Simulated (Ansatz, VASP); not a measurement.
**Two plane-wave programs on Pd**

INCAR

```
  PREC = Accurate
  ENCUT = 520
  EDIFF = 1E-6
  ISMEAR = -1
  SIGMA = 0.05
  LREAL = False
  LASPH = True
  NELM = 150
  ALGO = Normal
  ISIF = 2
  LWAVE = False
  LCHARG = False
  ISPIN = 2
  MAGMOM = 0.5 -0.5
  LORBIT = 11
  LMAXMIX = 4
  GGA = PS
  NBANDS = 21
```

Contents of KPOINTS:

```
Automatic mesh
0
Gamma
  12 12 12
```

Contents of POSCAR:

```
Pd
1.0
    0.0000000000      2.6309757106      2.6309757106
    2.6309757106      0.0000000000      2.6309757106
    2.6309757106      2.6309757106      0.0000000000
Pd
2
Direct
    0.0000000000      0.0000000000      0.0000000000
    0.5000000000      0.5000000000      0.5000000000
```

Input for Ansatz:

```yaml
crystal:
  lattice:
    - [0.0, 2.6309757106, 2.6309757106]
    - [2.6309757106, 0.0, 2.6309757106]
    - [2.6309757106, 2.6309757106, 0.0]
  atoms:
    - { symbol: Pd, position: [0.0, 0.0, 0.0], spin: 0.5 }
    - { symbol: Pd, position: [0.5, 0.5, 0.5], spin: -0.5 }
hamiltonian:
  xc: pbesol
  pseudopotentials:
    kind: paw
    azcp:
      Pd: "pseudopotentials/Pd.paw.azcp"
basis:
  ecutwfc: 420
  fft_grid_basis: typed
kpoints:
  mp_grid: { grid: [12, 12, 12], shift: [0, 0, 0] }
magnetization:
  spin_polarized: true
scf:
  occupations: { method: fermi_dirac, width: 0.05 }
  lower_state_search: "off"
output:
  stress: true
```

Alike in both runs: task single point; functional PBEsol; k mesh 12 × 12 × 12; occupations fermi-dirac, width 0.05 eV; collinear spin.

|  | VASP | Ansatz |
| --- | --- | --- |
| version | VASP 6.6.1 | Ansatz 0.2.0 |
| potentials or method | VASP PAW PBE potentials, release 64 (Pd), cutoff 520 eV | plane waves (420 eV) with PAW, scalar-relativistic |
| valence electrons in the cell | 20 | 36 |

|  | VASP | Ansatz | Ansatz less VASP |
| --- | --- | --- | --- |
| pressure (GPa) | -9.4 | -9.1 | +0.26 |
| net moment per atom (μB) | 0.00 | 0.00 | 0.000 |

VASP's potentials were made for PBE, not for PBEsol, and Ansatz warns of the same on its side. VASP's potentials hold 20 valence electrons a cell and Ansatz's 36, so a difference there can come from the potentials and not from the codes. Ansatz's warnings: seeded moment not kept.
